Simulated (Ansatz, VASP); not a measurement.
## Pd: VASP beside Ansatz

The input INCAR:

```
SYSTEM = Pd
ALGO     = Fast           ! electronic algorithm
EDIFF    = 1E-6           ! SCF threshold, eV
ENCUT    = 520            ! plane-wave cutoff, eV
GGA      = PE             ! functional
ISIF     = 2              ! what is computed and relaxed
ISMEAR   = 0              ! smearing method
LASPH    = .TRUE.         ! aspherical terms in the spheres
LCHARG   = .FALSE.        ! write CHGCAR
LREAL    = .FALSE.        ! projectors in reciprocal space
LWAVE    = .FALSE.        ! write WAVECAR
NBANDS   = 11             ! bands
NELM     = 80             ! most SCF steps
PREC     = Accurate       ! precision mode
SIGMA    = 0.15           ! smearing width, eV
```

File KPOINTS:

```
k-points
0
G
  20 20 20
  0 0 0
```

The input POSCAR:

```
Pd
1.0
    0.0340357500      1.9449000000      1.9449000000
    1.9789357500      0.0000000000      1.9789357500
    1.9449000000      1.9449000000      0.0340357500
Pd
1
Direct
    0.0000000000      0.0000000000      0.0000000000
```

Input for Ansatz:

```yaml
crystal:
  lattice:
    - [0.03403575, 1.9449, 1.9449]
    - [1.97893575, 0.0, 1.97893575]
    - [1.9449, 1.9449, 0.03403575]
  atoms:
    - { symbol: Pd, position: [0.0, 0.0, 0.0] }
basis:
  ecutwfc: 420
kpoints:
  mp_grid: { grid: [20, 20, 20] }
hamiltonian:
  xc: pbe
scf:
  occupations: { method: gaussian, width: 0.15 }
output:
  forces: true
  stress: true
  eigenvalues: true
```

Change from the starting cell: strain +0.0350 x Voigt [0, 0, 0, 0, 1, 0], atoms carried along.

Alike in both runs: task single point; functional PBE; k mesh 20 × 20 × 20; occupations gaussian, width 0.15 eV; no spin polarisation.

|  | VASP | Ansatz |
| --- | --- | --- |
| version | VASP 6.6.1 | Ansatz 0.2.0 |
| potentials or method | VASP PAW PBE potentials, release 64 (Pd), cutoff 520 eV | scalar-relativistic, plane waves, PAW |
| valence electrons in the cell | 10 | 18 |

Ansatz gave:

```
gap on the k mesh at the Fermi level (eV)                     : none
pressure (GPa)                                                : 7.9
traceless stress, the component that is largest in VASP (GPa) : -2.89
```

**Question.** Which values does VASP return?

**Answer.** gap on the k mesh at the Fermi level (eV): none; pressure (GPa): 7.6; traceless stress, the component that is largest in VASP (GPa): -2.88.

A gap of «none» marks a metal or a gap that the smearing closes. VASP's potentials hold 10 valence electrons a cell and Ansatz's 18, so a difference there can come from the potentials and not from the codes.
